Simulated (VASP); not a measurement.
Input of a VASP 6.6.1 run:

File INCAR:

```
SYSTEM = W
PREC = Accurate
ENCUT = 600
EDIFF = 1E-6
ISMEAR = 0
SIGMA = 0.1
LREAL = .FALSE.
LASPH = .TRUE.
NELM = 60
ALGO = Fast
ISIF = 3
LWAVE = .FALSE.
LCHARG = .FALSE.
GGA = PE
IBRION = 2
NSW = 80
EDIFFG = -0.005
```

KPOINTS

```
Automatic mesh
0
G
  32 32 32
  0 0 0
```

File POSCAR:

```
W
1.0
   -1.5900000000      1.5900000000      1.5900000000
    1.5900000000     -1.5900000000      1.5900000000
    1.5900000000      1.5900000000     -1.5900000000
W
1
Direct
    0.0000000000      0.0000000000      0.0000000000
```

Potentials or basis: VASP PAW PBE potentials, release 64 (W_sv).

Run with:

```bash
$ cat potpaw_PBE.64/W_sv/POTCAR > POTCAR
$ mpirun -np 1 vasp_std > vasp.out
```

Problem. Estimate the relaxed cell.

Solution. a = 2.759 Å, b = 2.759 Å, c = 2.759 Å, α = 109.47°, β = 109.47°, γ = 109.47°.

Problem. Estimate the relaxed volume.

Solution. 16.17 Å³/atom.

Problem. Estimate the band gap on the k mesh.

Solution. Zero (bands 7 and 8 overlap by 6.22 eV).

Problem. Predict the space group after relaxing (to 0.1 Å).

Solution. Im-3m (No. 229).

Final structure:
```yaml
crystal:
  lattice:
    - [-1.59290, 1.59290, 1.59290]
    - [1.59290, -1.59290, 1.59290]
    - [1.59290, 1.59290, -1.59290]
  atoms:
    - { symbol: W, position: [0.00000, 0.00000, 0.00000] }
```

Caveat: spin-orbit coupling is left out, which moves the levels of the heavy elements.
